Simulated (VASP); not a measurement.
Here is a VASP 6.6.1 calculation.

INCAR

```
SYSTEM = Y3AlN4
PREC = Accurate
ENCUT = 520
EDIFF = 1E-7
ISMEAR = 0
SIGMA = 0.1
LREAL = .FALSE.
LASPH = .TRUE.
NELM = 100
ALGO = Normal
ISIF = 2
LWAVE = .FALSE.
LCHARG = .FALSE.
GGA = PE
NBANDS = 38
```

Contents of KPOINTS:

```
Automatic mesh
0
G
  4 4 4
  0 0 0
```

POSCAR

```
Y3AlN4
1.0
    4.9298531208      0.0083114143     -0.0012372987
    0.0079919988      4.9290771582      0.0011797371
   -2.4679651489     -2.4696115871      4.5657534640
Y Al N
3 1 4
Direct
    0.2613122514      0.7612157566      0.4999848556
    0.7612890734      0.2611954706      0.5000302097
    0.5098552986      0.5096879435      1.0000134595
    0.0555935531      0.0556005865      0.0000146891
    0.9852006668      0.4379939543      0.9999991301
    0.4379543161      0.9854929391      1.0000009814
    0.2277756834      0.2278213106      0.4667718578
    0.7610191571      0.7609920388      0.5331848170
```

Potentials or basis: VASP PAW PBE potentials, release 64 (Y_sv, Al, N).

The run is started by

```console
$ cat potpaw_PBE.64/Y_sv/POTCAR potpaw_PBE.64/Al/POTCAR potpaw_PBE.64/N/POTCAR > POTCAR
$ mpirun -np 1 vasp_std > vasp.out
```

(1) What does it give for the largest force?

(2) Estimate the band gap on the k mesh.

## Answers

(1) 0.005 eV/Å.

(2) 0.98 eV (least direct gap 1.31 eV).
